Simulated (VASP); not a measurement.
Input of a VASP 6.6.1 run:

File POSCAR:

```
As
1.0
    2.7226381210      0.0002530403     -0.0044749750
    0.0000791109      2.7226297752     -0.0023314895
    0.0114980489      0.0120550933      2.5855544618
As
1
Direct
    0.5000000000      0.5000000000      0.5000000000
```

Contents of INCAR.step1:

```
SYSTEM = As
ALGO = Normal ; EDIFF = 1E-5
ENCUT = 520 ; GGA = PE
ISIF = 2 ; ISMEAR = -1
LASPH = .True. ; LCHARG = .False.
LREAL = .False. ; LWAVE = .True.
NBANDS = 8 ; NELM = 80
PREC = Accurate ; SIGMA = 0.05
```

Contents of INCAR.step2:

```
SYSTEM = As
AEXX = 0.25 ; ALGO = Normal
EDIFF = 1E-7 ; ENCUT = 520
GGA = PS ; HFSCREEN = 0.207
ISIF = 2 ; ISMEAR = -1
ISTART = 1 ; LASPH = .True.
LCHARG = .False. ; LHFCALC = .True.
LREAL = .False. ; LWAVE = .False.
NBANDS = 8 ; NELM = 80
PREC = Accurate ; PRECFOCK = Normal
SIGMA = 0.05
```

Contents of KPOINTS:

```
k-points
0
Gamma
  5 5 6
  0 0 0
```

Potentials or basis: VASP PAW PBE potentials, release 64 (As).

Run with:

```sh
$ cat potpaw_PBE.64/As/POTCAR > POTCAR
$ cp INCAR.step1 INCAR
$ mpirun -np 1 vasp_std > vasp.out
$ cp INCAR.step2 INCAR
$ mpirun -np 1 vasp_std > vasp.out
```

Task: What does it give for the band gap on the k mesh?

Result: Zero (an odd number of electrons rules out a gap without spin polarisation).

Task: Estimate the pressure.

Result: -0.4 GPa.

Caveat: the k points lie up to 0.46 Å⁻¹ apart, too coarse for converged energies and pressures of a metal; the PAW data sets were made with another functional, which shifts forces and pressure a little.
